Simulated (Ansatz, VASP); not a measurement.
# One calculation of VSn3O8, two programs

Contents of INCAR:

```
SYSTEM = VSn3O8
PREC     = Accurate       ! precision mode
ENCUT    = 520            ! plane-wave cutoff, eV
EDIFF    = 1E-7           ! SCF threshold, eV
ISMEAR   = 0              ! smearing method
SIGMA    = 0.05           ! smearing width, eV
LREAL    = .False.        ! projectors in reciprocal space
LASPH    = .True.         ! aspherical terms in the spheres
NELM     = 150            ! most SCF steps
ALGO     = Normal         ! electronic algorithm
ISIF     = 2              ! what is computed and relaxed
LWAVE    = .False.        ! write WAVECAR
LCHARG   = .True.         ! write CHGCAR
LMAXMIX  = 4              ! l up to which the mixer works
LDAU     = .True.         ! DFT+U
LDAUTYPE = 2            
LDAUL    = 2 -1 -1        ! shell
LDAUU    = 3 0 0          ! U, eV
LDAUJ    = 0 0 0        
LDAUPRINT= 1            
GGA      = PS             ! functional
LELF     = .True.         ! ELF
LVHAR    = .True.       
NBANDS   = 64             ! bands
```

Contents of KPOINTS:

```
Automatic mesh
0
Gamma
  4 4 3
  0 0 0
```

The input POSCAR:

```
VSn3O8
1.0
    4.7373500000      0.0000000000      0.0000000000
    0.0000000000      4.7373500000      0.0000000000
    0.0000000000      0.0000000000      6.3728000000
V Sn O
1 3 8
Direct
    1.0000000000      0.0000000000      1.0000000000
    1.0000000000      0.0000000000      0.5000000000
    0.5000000000      0.5000000000      0.2450939399
    0.5000000000      0.5000000000      0.7549060601
    0.2922349315      0.2922349315      1.0000000000
    0.3075473415      0.3075473415      0.5000000000
    0.1883256379      0.8116743621      0.2370416750
    0.1883256379      0.8116743621      0.7629583250
    0.7077650685      0.7077650685      1.0000000000
    0.6924526585      0.6924526585      0.5000000000
    0.8116743621      0.1883256379      0.2370416750
    0.8116743621      0.1883256379      0.7629583250
```

Input for Ansatz:

```yaml
crystal:
  lattice:
    - [4.73735, 0.0, 0.0]
    - [0.0, 4.73735, 0.0]
    - [0.0, 0.0, 6.3728]
  atoms:
    - { symbol: V, position: [1.0, 0.0, 1.0] }
    - { symbol: Sn, position: [1.0, 0.0, 0.5] }
    - { symbol: Sn, position: [0.5, 0.5, 0.2450939399] }
    - { symbol: Sn, position: [0.5, 0.5, 0.7549060601] }
    - { symbol: O, position: [0.2922349315, 0.2922349315, 1.0] }
    - { symbol: O, position: [0.3075473415, 0.3075473415, 0.5] }
    - { symbol: O, position: [0.1883256379, 0.8116743621, 0.237041675] }
    - { symbol: O, position: [0.1883256379, 0.8116743621, 0.762958325] }
    - { symbol: O, position: [0.7077650685, 0.7077650685, 1.0] }
    - { symbol: O, position: [0.6924526585, 0.6924526585, 0.5] }
    - { symbol: O, position: [0.8116743621, 0.1883256379, 0.237041675] }
    - { symbol: O, position: [0.8116743621, 0.1883256379, 0.762958325] }
basis:
  ecutwfc: 420
  ecutrho_ratio: 4
kpoints:
  mp_grid: { grid: [4, 4, 3] }
hamiltonian:
  xc: pbesol
  hubbard: { sites: [{ site: 0, l: d, u_eff: 3.0 }] }
scf:
  occupations: { method: gaussian, width: 0.05 }
  lower_state_search: "off"
  max_iter: 150
output:
  forces: true
  stress: true
  eigenvalues: true
  populations: true
  hubbard: { sites: [{ site: 0, l: d }] }
```

Alike in both runs: task single point; functional PBEsol; k mesh 4 × 4 × 3; occupations gaussian, width 0.05 eV; no spin polarisation; Hubbard terms V d U = 3.0 eV.

|  | VASP | Ansatz |
| --- | --- | --- |
| version | VASP 6.6.1 | Ansatz 0.2.0 |
| potentials or method | VASP PAW PBE potentials, release 64 (V_sv, Sn_d, O), cutoff 520 eV | scalar-relativistic, plane waves, PAW |
| valence electrons in the cell | 103 | 103 |

|  | VASP | Ansatz | Ansatz less VASP |
| --- | --- | --- | --- |
| gap on the k mesh at the Fermi level (eV) | none | none | - |
| pressure (GPa) | -4.8 | -6.0 | -1.20 |
| traceless stress, the component that is largest in VASP (GPa) | -0.57 | -0.93 | -0.359 |
| rms of the force components (eV/Å) | 0.111 | 0.139 | +0.0284 |

VASP's potentials were made for PBE, not for PBEsol. The programs project onto different local orbitals, so the same U acts differently, and such runs can settle in different states. Atom by atom the forces differ by 0.042 eV/Å (rms over components). A gap of «none» marks a metal or a gap that the smearing closes. Ansatz's warnings: filled band counts differ across k points.
